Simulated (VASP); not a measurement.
# C (P6_3/mmc) in VASP: further runs, part 2 of 2

VASP 6.6.1.

### Step 5. Single point, PBE+D3(BJ) (strain +0.080 along x and y, -0.040 along z)

INCAR

```
  PREC = Accurate
  ENCUT = 520
  EDIFF = 1E-6
  ISMEAR = 0
  SIGMA = 0.15
  LREAL = F
  LASPH = T
  NELM = 80
  ALGO = Normal
  ISIF = 2
  LWAVE = F
  LCHARG = F
  GGA = PE
  IVDW = 12
  NBANDS = 16
```

KPOINTS

```
Automatic mesh
0
Gamma
  24 24 8
```

POSCAR

```
C
1.0
    2.6621780387      0.0000000000      0.0000000000
   -1.3310890193      2.3055138109      0.0000000000
    0.0000000000      0.0000000000      6.4688953255
C
4
Direct
    0.0000000000      0.0000000000      0.0025000000
    0.0000000000      0.0000000000      0.5025000000
    0.3333333333      0.6666666667      0.0025000000
    0.6666666667      0.3333333333      0.5025000000
```

Potentials or basis: VASP PAW PBE potentials, release 64 (C).

On the command line:

```sh
$ cat potpaw_PBE.64/C/POTCAR > POTCAR
$ mpirun -np 1 vasp_std > vasp.out
```

OUTCAR:

```text
PREC = Accurate
   ENCUT = 520
   EDIFF = 1E-6
   ISMEAR = 0
   LREAL = F
   LASPH = T
   NELM = 80
   ISIF = 2
   GGA = PE
   IVDW = 12
 IVDW          = 12

 ion  position               nearest neighbor table
   1  0.000  0.000  0.002-   3 1.54   3 1.54   3 1.54
   2  0.000  0.000  0.502-   4 1.54   4 1.54   4 1.54
   3  0.333  0.667  0.002-   1 1.54   1 1.54   1 1.54
   4  0.667  0.333  0.502-   2 1.54   2 1.54   2 1.54

  LATTYP: Found a hexagonal cell.
 ALAT       =     2.6621780387
 C/A-ratio  =     2.4299258845

  Lattice vectors:

 A1 = (   2.6621780387,   0.0000000000,   0.0000000000)
 A2 = (  -1.3310890193,   2.3055138109,   0.0000000000)
 A3 = (   0.0000000000,   0.0000000000,   6.4688953255)

Analysis of symmetry for initial positions (statically):
=====================================================================
 Subroutine PRICEL returns:
 Original cell was already a primitive cell.

 Routine SETGRP: Setting up the symmetry group for a
 hexagonal supercell.

[... 173 lines left out ...]
 E-fermi :   3.6535     XC(G=0): -10.0899

 val. band max:        3.6486985714   @ k =   0.3333   0.3333   0.2500
 cond. band min:       3.6705959212   @ k =   0.3333   0.3333   0.3750
 fundamental gap:      0.0218973497
 Fermi energy:         3.6535209598

 k-point     1 :       0.0000    0.0000    0.0000
  band No.  band energies     occupation
      1     -14.2768      2.00000
      2     -13.8411      2.00000
      3      -3.6340      2.00000
      4      -1.1303      2.00000
      5       0.6227      2.00000
      6       0.6227      2.00000
[... 433 lines left out ...]
      3      -8.1410      2.00000
      4      -7.9684      2.00000
      5      -2.2468      2.00000
      6      -2.1323      2.00000
[... 8 lines left out ...]
     15      17.0947      0.00000
     16      18.0535      0.00000

 [... further k-points ...]

------------------------ aborting loop because EDIFF is reached ----------------------------------------

 Edisp (eV)   -0.59120

 E8    (eV) :    -0.1688

  FORCE on cell =-STRESS in cart. coord.  units (eV):
  Direction    XX          YY          ZZ          XY          YZ          ZX
  --------------------------------------------------------------------------------------
  -------------------------------------------------------------------------------------
  Total     -17.77569   -17.77569     0.53604    -0.00000    -0.00000     0.00000
  in kB    -717.30221  -717.30221    21.63072    -0.00000    -0.00000     0.00000
  external pressure =     -470.99 kB  Pullay stress =        0.00 kB

 VOLUME and BASIS-vectors are now :
 -----------------------------------------------------------------------------
  energy-cutoff  :      520.00
  volume of cell :       39.70
      direct lattice vectors                 reciprocal lattice vectors
     2.662178039  0.000000000  0.000000000     0.375632278  0.216871397  0.000000000
    -1.331089019  2.305513811  0.000000000     0.000000000  0.433742793  0.000000000
     0.000000000  0.000000000  6.468895326     0.000000000  0.000000000  0.154585899

 POSITION                                       TOTAL-FORCE (eV/Angst)
 -----------------------------------------------------------------------------------
      0.00000      0.00000      0.01617        -0.000000     -0.000000     -0.000000
      0.00000      0.00000      3.25062         0.000000      0.000000     -0.000000
     -0.00000      1.53701      0.01617        -0.000000      0.000000     -0.000000
      1.33109      0.76850      3.25062         0.000000     -0.000000      0.000000
 -----------------------------------------------------------------------------------
    total drift:                               -0.000000     -0.000000     -0.000001

  FREE ENERGIE OF THE ION-ELECTRON SYSTEM (eV)
  ---------------------------------------------------
  free  energy   TOTEN  =       -36.0021426879 eV

  energy  without entropy=      -36.0013921191  energy(sigma->0) =      -36.00176740
```

It took 2.9 min on 1 thread of Intel Xeon 8259CL, shared host; peak memory 0.26 GiB.

What came out:

```
Free energy                : -36.0021 eV
Pressure                   : -47.1 GPa
Band gap on the k mesh     : zero (bands 8 and 9 overlap by 0.05 eV)
Dispersion energy per atom : -0.148 eV
```

Levels at points of the mesh, in eV from the Fermi level:
```
           k point  band 6  band 7  band 8  band 9  band 10  band 11
(0.00, 0.00, 0.00)   -3.03   -2.99   -2.99    5.50     6.92     6.92
(0.50, 0.00, 0.00)   -5.67   -2.50   -1.62    1.52     2.11     5.05
(0.00, 0.00, 0.50)   -3.01   -3.01   -3.01    6.96     6.96     6.96
(0.50, 0.00, 0.50)   -5.73   -1.93   -1.93    1.52     1.52     5.31
```

Caveat: the cell differs from its parent crystal (strain +0.080 along x and y, -0.040 along z); the stress differs along the axes, from -72 to 2 GPa.

### Step 6. Summary

| cell | gap on the mesh (eV) | pressure (GPa) |
| --- | --- | --- |
| a = 2.662, b = 2.662, c = 6.199 Å, angles 90.0, 90.0, 120.0°, 4 atoms | none | -48.5 |
| a = 2.465, b = 2.465, c = 7.278 Å, angles 90.0, 90.0, 120.0°, 4 atoms | none | 0.0 |
| a = 2.564, b = 2.564, c = 6.738 Å, angles 90.0, 90.0, 120.0°, 4 atoms | none | -27.7 |
| a = 2.662, b = 2.662, c = 6.469 Å, angles 90.0, 90.0, 120.0°, 4 atoms | none | -47.1 |

Alike in all rows: task single point; level PBE+D3(BJ); potentials or basis VASP PAW PBE potentials, release 64 (C); no spin polarisation; k mesh 24 × 24 × 8; cutoff (eV) 520; smearing gaussian 0.15 eV.

Caveats: the stress differs along the axes, from -75 to 5 GPa (at least some runs); the stress differs along the axes, from -42 to 0 GPa (at least some runs); the stress differs along the axes, from -72 to 2 GPa (at least some runs).

Total energies depend on the potentials used, so only differences within one code and one set of settings carry meaning.

The gap in the log of VASP goes by the Fermi energy; the results here count the filled bands.